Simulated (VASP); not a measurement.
# AlN in VASP: further runs

Runs on AlN. Level: PBEsol. Tasks: single point.

All numbers are computed with VASP 6.6.1; they aren't measurements. Logs are shortened: lines on timing, memory, paths and dates and some standing lists are left out, and cuts for length are marked.

### 1 The cell of the first run

The structure is cubic, space group Fm-3m (No. 225). The conventional cell has a = 4.250 Å, b = 4.250 Å, c = 4.250 Å, α = 90.00°, β = 90.00°, γ = 90.00°. Within 2.8 Å of Al (site symmetry m-3m) lie 6 N at 2.12 Å. N (site symmetry m-3m) has 6 Al at 2.12 Å within 2.8 Å.

### 2 Single point, PBEsol

INCAR reads:

```
SYSTEM = AlN
  PREC = Accurate
  ENCUT = 520
  EDIFF = 1E-6
  ISMEAR = 0
  SIGMA = 0.05
  LREAL = .FALSE.
  LASPH = .TRUE.
  NELM = 100
  ALGO = Normal
  ISIF = 2
  LWAVE = .FALSE.
  LCHARG = .TRUE.
  GGA = PS
  LELF = .TRUE.
  LVHAR = .TRUE.
  NBANDS = 11
```

KPOINTS reads:

```
Automatic mesh
0
G
  10 10 10
  0 0 0
```

POSCAR reads:

```
AlN
1.0
    0.0000000000      2.1248004426      2.1248004426
    2.1248004426      0.0000000000      2.1248004426
    2.1248004426      2.1248004426      0.0000000000
Al N
1 1
Direct
    0.5000000000      0.5000000000      0.5000000000
    0.0000000000      0.0000000000      0.0000000000
```

Potentials or basis: VASP PAW PBE potentials, release 64 (Al, N).

Command:

```bash
> cat potpaw_PBE.64/Al/POTCAR potpaw_PBE.64/N/POTCAR > POTCAR
> mpirun -np 1 vasp_std > vasp.out
```

OUTCAR:

```text
SYSTEM = AlN
   PREC = Accurate
   ENCUT = 520
   EDIFF = 1E-6
   ISMEAR = 0
   LREAL = .FALSE.
   LASPH = .TRUE.
   NELM = 100
   ISIF = 2
   GGA = PS

 ion  position               nearest neighbor table
   1  0.500  0.500  0.500-   2 2.12   2 2.12   2 2.12   2 2.12   2 2.12   2 2.12
   2  0.000  0.000  0.000-   1 2.12   1 2.12   1 2.12   1 2.12   1 2.12   1 2.12

  LATTYP: Found a face centered cubic cell.
 ALAT       =     4.2496008852

  Lattice vectors:

 A1 = (   0.0000000000,   2.1248004426,   2.1248004426)
 A2 = (   2.1248004426,   0.0000000000,   2.1248004426)
 A3 = (   2.1248004426,   2.1248004426,   0.0000000000)

Analysis of symmetry for initial positions (statically):
=====================================================================
 Subroutine PRICEL returns:
 Original cell was already a primitive cell.

 Routine SETGRP: Setting up the symmetry group for a
 face centered cubic supercell.

 Subroutine GETGRP returns: Found 48 space group operations
 (whereof 48 operations were pure point group operations)
 out of a pool of 48 trial point group operations.

The static configuration has the point symmetry O_h .

Analysis of symmetry for dynamics (positions and initial velocities):
=====================================================================
 Subroutine PRICEL returns:
 Original cell was already a primitive cell.

 Routine SETGRP: Setting up the symmetry group for a
 face centered cubic supercell.

 Subroutine GETGRP returns: Found 48 space group operations
 (whereof 48 operations were pure point group operations)
 out of a pool of 48 trial point group operations.

The dynamic configuration has the point symmetry O_h .

 Subroutine INISYM returns: Found 48 space group operations
 (whereof 48 operations are pure point group operations),
 and found     1 'primitive' translations

----------------------------------------------------------------------------------------

                                     Primitive cell

  volume of cell :      19.1860

  direct lattice vectors                    reciprocal lattice vectors
     0.000000000  2.124800443  2.124800443    -0.235316216  0.235316216  0.235316216
     2.124800443  0.000000000  2.124800443     0.235316216 -0.235316216  0.235316216
     2.124800443  2.124800443  0.000000000     0.235316216  0.235316216 -0.235316216

  length of vectors
     3.004921603  3.004921603  3.004921603     0.407579642  0.407579642  0.407579642

  position of ions in fractional coordinates (direct lattice)
     0.500000000  0.500000000  0.500000000
     0.000000000  0.000000000  0.000000000

[... 81 lines left out ...]
   NFREE  =      0    steps in history (QN), initial steepest desc. (CG)
   ISIF   =      2    stress and relaxation
   ISYM   =      2    0-nonsym 1-usesym 2-fastsym
   POTIM  = 0.5000    time-step for ionic-motion
   TEBEG  =    0.0;   TEEND  =   0.0 temperature during run
   PSTRESS=    0.0 pullay stress
   NELECT =       8.0000    total number of electrons
   NUPDOWN=      -1.0000    fix difference up-down
   EMIN   =  10.00;   EMAX   =-10.00  energy-range for DOS
   EFERMI =   0.00;   METHOD = LEGACY
   ISMEAR =     0;   SIGMA  =   0.05  broadening in eV -4-tet -1-fermi 0-gaus
   EFERMI_NEDOS =   21; number of points for ismear=-14 and -15
   IALGO  =     38    algorithm
   IMIX   =      4    mixing-type and parameters
     AMIX     =   0.40;   BMIX     =  1.00
     AMIX_MAG =   1.60;   BMIX_MAG =  1.00
  volume/ion in A,a.u.               =       9.59        64.74
  Fermi-wavevector in a.u.,A,eV,Ry     =   1.223048  2.311225 20.352211  1.495845
  Thomas-Fermi vector in A             =   2.358172
   LORBIT       =      0    0 simple, 1 ext, 2 COOP (PROOUT), +10 PAW based schemes
   GGA     = PS    functional components
   LHFCALC =     F    Hartree Fock is set to
   AEXX    =    0.0000 exact exchange contribution
   IVDW    =     0    specifies the selected vdW correction
   LEPSILON=     F    determine dielectric tensor
   LRPA    =     F    only Hartree local field effects (RPA)
 non-spin polarized calculation
 Gauss-broadening in eV      SIGMA  =   0.05
  energy-cutoff  :      520.00
  volume of cell :       19.19
 maximum number of plane-waves:       534
 NGX is ok and might be reduce to    24
   NGX = 11   NGY = 11   NGZ = 11

 number of electron       7.9999999 magnetization

 Free energy of the ion-electron system (eV)
  ---------------------------------------------------
  ext. energy  EPLUGINS =         0.00000000
  ---------------------------------------------------
  free energy    TOTEN  =       -15.18024278 eV

  energy without entropy =      -15.18024278  energy(sigma->0) =      -15.18024278

 E-fermi :   8.3831     XC(G=0): -11.7674

 val. band max:        8.0655429737   @ k =   0.0000   0.0000   0.0000
 cond. band min:      11.2899759033   @ k =   0.5000   0.5000   0.0000
 fundamental gap:      3.2244329296
 Fermi energy:         8.3831124437

 k-point     1 :       0.0000    0.0000    0.0000
  band No.  band energies     occupation
      1      -8.2027      2.00000
      2       8.0655      2.00000
      3       8.0655      2.00000
      4       8.0655      2.00000
      5      11.7485      0.00000
      6      19.6115      0.00000
      7      19.6115      0.00000
      8      19.6115      0.00000
      9      24.3020      0.00000
     10      24.4300      0.00000
     11      24.4300      0.00000
[... 309 lines left out ...]
 k-point    24 :       0.4000    0.3000    0.0000
  band No.  band energies     occupation
      1      -5.6449      2.00000
      2       2.7528      2.00000
      3       5.6259      2.00000
      4       6.0826      2.00000
      5      12.9266      0.00000
      6      14.6758      0.00000
      7      18.5976      0.00000
      8      21.7941      0.00000
      9      22.3909      0.00000
     10      28.2063      0.00000
     11      30.5722      0.00000

 [... further k-points ...]
[... 5 lines left out ...]
  --------------------------------------------------------------------------------------
  -------------------------------------------------------------------------------------
  Total       -3.4669755     -3.4669755     -3.4669755     -0.0000000     -0.0000000      0.0000000
  in kB     -289.5188944   -289.5188944   -289.5188944     -0.0000000     -0.0000000      0.0000000
  external PRESSURE =    -289.5188944 kB  Pullay stress =       0.0000000 kB

 VOLUME and BASIS-vectors are now :
 -----------------------------------------------------------------------------
  energy-cutoff  :      520.00
  volume of cell :       19.19
      direct lattice vectors                 reciprocal lattice vectors
     0.000000000  2.124800443  2.124800443    -0.235316216  0.235316216  0.235316216
     2.124800443  0.000000000  2.124800443     0.235316216 -0.235316216  0.235316216
     2.124800443  2.124800443  0.000000000     0.235316216  0.235316216 -0.235316216

 POSITION                                       TOTAL-FORCE (eV/Angst)
 -----------------------------------------------------------------------------------
      2.12480      2.12480      2.12480         0.000000     -0.000000     -0.000000
      0.00000      0.00000      0.00000         0.000000      0.000000      0.000000
 -----------------------------------------------------------------------------------
    total drift:                                0.000000     -0.000000     -0.000000

  FREE ENERGIE OF THE ION-ELECTRON SYSTEM (eV)
  ---------------------------------------------------
  free  energy   TOTEN  =       -15.1802427789 eV

  energy  without entropy=      -15.1802427789  energy(sigma->0) =      -15.18024278
```

Wall time 10 s (1 thread of AMD EPYC 7R43 (Zen 3), shared host); peak memory 0.1 GiB.

What came out:

```
Free energy            : -15.1802 eV
Pressure               : -29.0 GPa
Band gap on the k mesh : 3.22 eV, indirect (least direct gap 3.68 eV)
```

Levels at points of the mesh, in eV from the valence-band top:
```tsv
k point	band 2	band 3	band 4	band 5	band 6	band 7
(0.00, 0.00, 0.00)	0.00	0.00	0.00	3.68	11.55	11.55
(0.50, 0.00, 0.00)	-7.47	-0.84	-0.84	5.14	9.76	9.76
(0.50, 0.50, 0.00)	-6.49	-2.45	-2.45	3.22	5.35	12.24
```

Caveat: the PAW data sets were made with another functional, which shifts forces and pressure a little.

### 3 Single point, PBEsol

This run uses another cell than the first one, of 6.95 Å³/atom, 0.724 times its volume.

INCAR reads:

```
ALGO = Normal
EDIFF = 1E-6
ENCUT = 520
GGA = PS
ISIF = 2
ISMEAR = 0
LASPH = True
LCHARG = True
LELF = True
LREAL = False
LVHAR = True
LWAVE = False
NBANDS = 11
NELM = 100
PREC = Accurate
SIGMA = 0.05
```

KPOINTS reads:

```
k-points
0
Gamma
  10 10 10
```

POSCAR reads:

```
AlN
1.0
   -0.0507952616      1.8830344961      1.8830344961
    1.8830344961     -0.0507952616      1.8830344961
    1.8830344961      1.8830344961     -0.0507952616
Al N
1 1
Direct
    0.5000000000      0.5000000000      0.5000000000
    0.0000000000      0.0000000000      0.0000000000
```

Potentials or basis: VASP PAW PBE potentials, release 64 (Al, N).

Command:

```bash
> cat potpaw_PBE.64/Al/POTCAR potpaw_PBE.64/N/POTCAR > POTCAR
> mpirun -np 1 vasp_std > vasp.out
```

It took 14 s on 1 thread of AMD EPYC 7R43 (Zen 3), shared host; peak memory 0.09 GiB.

It converged, with:

* Free energy: -14.9462 eV
* Pressure: 65.0 GPa
* Band gap on the k mesh: 4.23 eV, indirect (least direct gap 7.60 eV)

Stress tensor (GPa, compression positive):
```
65.04 10.05 10.05
10.05 65.04 10.05
10.05 10.05 65.04
```

Levels at points of the mesh, in eV from the valence-band top:
```
           k point  band 1  band 2  band 3  band 4  band 5  band 6  band 7  band 8
(0.00, 0.00, 0.00)  -19.65   -0.61   -0.61    0.00    7.87   11.68   11.68   13.24
(0.50, 0.00, 0.00)  -15.69  -10.07   -1.94   -1.54    6.94   11.91   12.58   15.12
(0.50, 0.50, 0.00)  -14.35   -9.09   -4.02   -3.37    4.23    6.07   15.68   19.46
(0.50, 0.50, 0.50)  -15.33   -9.68   -2.19   -2.19    6.15   11.26   11.26   15.84
```

Caveat: the PAW data sets were made with another functional, which shifts forces and pressure a little.

### 4 Single point, PBEsol

This run uses another cell than the first one, of 6.95 Å³/atom, 0.724 times its volume.

INCAR reads:

```
ALGO = Normal ; EDIFF = 1E-6
ENCUT = 520 ; GGA = PS
ISIF = 2 ; ISMEAR = 0
LASPH = T ; LCHARG = T
LELF = T ; LREAL = F
LVHAR = T ; LWAVE = F
NBANDS = 11 ; NELM = 100
PREC = Accurate ; SIGMA = 0.05
```

KPOINTS is that of step 3.

POSCAR reads:

```
AlN
1.0
    0.0514605931      1.9341652194      1.9341652194
    1.9341652194      0.0514605931      1.9341652194
    1.9341652194      1.9341652194      0.0514605931
Al N
1 1
Direct
    0.5000000000      0.5000000000      0.5000000000
    0.0000000000      0.0000000000      0.0000000000
```

Command:

```bash
> cat potpaw_PBE.64/Al/POTCAR potpaw_PBE.64/N/POTCAR > POTCAR
> mpirun -np 1 vasp_std > vasp.out
```

It took 15 s on 1 thread of AMD EPYC 7R43 (Zen 3), shared host; peak memory 0.09 GiB.

The run converged. Its results:

```yaml
Free_energy: -14.9440 eV
Pressure: 65.0 GPa
Band_gap_on_the_k_mesh: 4.41 eV, indirect (least direct gap 7.61 eV)
```

Stress tensor (GPa, compression positive):
```
 65.05 -11.03 -11.03
-11.03  65.05 -11.03
-11.03 -11.03  65.05
```

Levels at points of the mesh, in eV from the valence-band top:
```csv
k point,band 1,band 2,band 3,band 4,band 5,band 6,band 7,band 8
"(0.00, 0.00, 0.00)",-19.47,-0.67,0.00,0.00,7.97,11.62,12.79,12.79
"(0.50, 0.00, 0.00)",-15.33,-9.70,-2.00,-1.57,6.69,11.70,12.20,15.60
"(0.50, 0.50, 0.00)",-14.17,-8.92,-3.84,-3.20,4.41,6.25,15.85,19.80
"(0.50, 0.50, 0.50)",-15.69,-10.09,-1.34,-1.34,7.60,12.85,12.85,15.03
```

Caveat: the PAW data sets were made with another functional, which shifts forces and pressure a little. A k mesh can miss the band edges.

(Continued in part 2 of 2.)
